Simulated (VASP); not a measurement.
Runs of VASP 6.6.1 on Hg. The structure is that of space group Fm-3m (No. 225), or close to it. The cells are those of the table. 

| task | level | cell | cutoff (eV) | gap on the mesh (eV) | pressure (GPa) |
| --- | --- | --- | --- | --- | --- |
| single point | r2SCAN+D3(BJ) | a = 3.314 Å, angles 60.0°, 1 atom | 520 | none | -0.1 |
| single point | r2SCAN | a = 3.373 Å, angles 60.0°, 1 atom | 520 | none | 0.3 |
| relaxation of cell and atoms | r2SCAN | relaxed from a = 3.339 Å, angles 60.0°, 1 atom | 600 | none | 0.0 |
| single point | r2SCAN+D3(BJ) | a = 3.339 Å, angles 60.0°, 1 atom | 520 | none | (a) |

Alike in all rows: potentials or basis VASP PAW PBE potentials, release 64 (Hg); no spin polarisation; k mesh 16 × 16 × 16; smearing fermi-dirac 0.08 eV.

**Question.** Estimate the missing entries.

**Answer.** (a) -0.4.

Caveats: the PAW data sets were made with another functional, which shifts forces and pressure a little; spin-orbit coupling is left out, which moves the levels of the heavy elements; three body term missing (some runs); pairwise dispersion overbinds metals, which lowers pressure and volume (some runs).

A k mesh can miss the band edges, and the runs leave out spin-orbit coupling on Hg.

A gap of «none» marks levels without a gap at the run's occupations.
